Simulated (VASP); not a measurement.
Write the native input for VASP 6.6.1 that does the following.

```yaml
Task: single point
Functional: LDA
Potentials_or_basis: VASP PAW LDA potentials, release 64 (Co_sv)
Cutoff: 690 eV
k_mesh: 16 × 16 × 16
Occupations: fermi-dirac, width 0.05 eV
Spin: collinear spin, ferromagnetic start
Starting_moments: "[1.546] μB"
Dipole_correction: no
Further_INCAR_settings: ALGO = Normal; EDIFF = 1e-06; NBANDS = 18
```

The structure of Co lies in POSCAR:

```
Co
1.0
    2.3136768364      0.0000000000      0.0000000000
    0.0000000000      2.3136768364      0.0000000000
    0.0000000000      0.0000000000      2.3136768364
Co
1
Direct
    0.0000000000      0.0000000000      0.0000000000
```

This isn't the form of Co at room conditions, which is hcp.

These files were run (other wordings do the same):

INCAR

```
SYSTEM = Co
ALGO = Normal
EDIFF = 1E-6
ENCUT = 690
GGA = CA
GGA_COMPAT = .FALSE.
ISIF = 2
ISMEAR = -1
ISPIN = 2
LASPH = .TRUE.
LCHARG = .FALSE.
LMAXMIX = 4
LORBIT = 11
LREAL = .FALSE.
LWAVE = .FALSE.
MAGMOM = 1.546
NBANDS = 18
NELM = 200
PREC = Accurate
SIGMA = 0.05
```

KPOINTS

```
k-points
0
G
  16 16 16
  0 0 0
```

Potentials or basis: VASP PAW LDA potentials, release 64 (Co_sv).

Run with:

```console
$ cat potpaw_LDA.64/Co_sv/POTCAR > POTCAR
$ mpirun -np 1 vasp_std > vasp.out
```

Results of the run:

```json
{
  "Pressure": "-13.1 GPa",
  "Net moment": "1.65 μB per cell",
  "Site moments": "Co +1.62 μB",
  "Valence electrons inside the program's atomic spheres": "Co 15.10"
}
```

Caveat: the cell stands under tension.

Wall time 34 s on 1 thread of Intel(R) Xeon(R) 6975P-C (Granite Rapids), with other jobs on the host, peak memory 0.18 GiB.
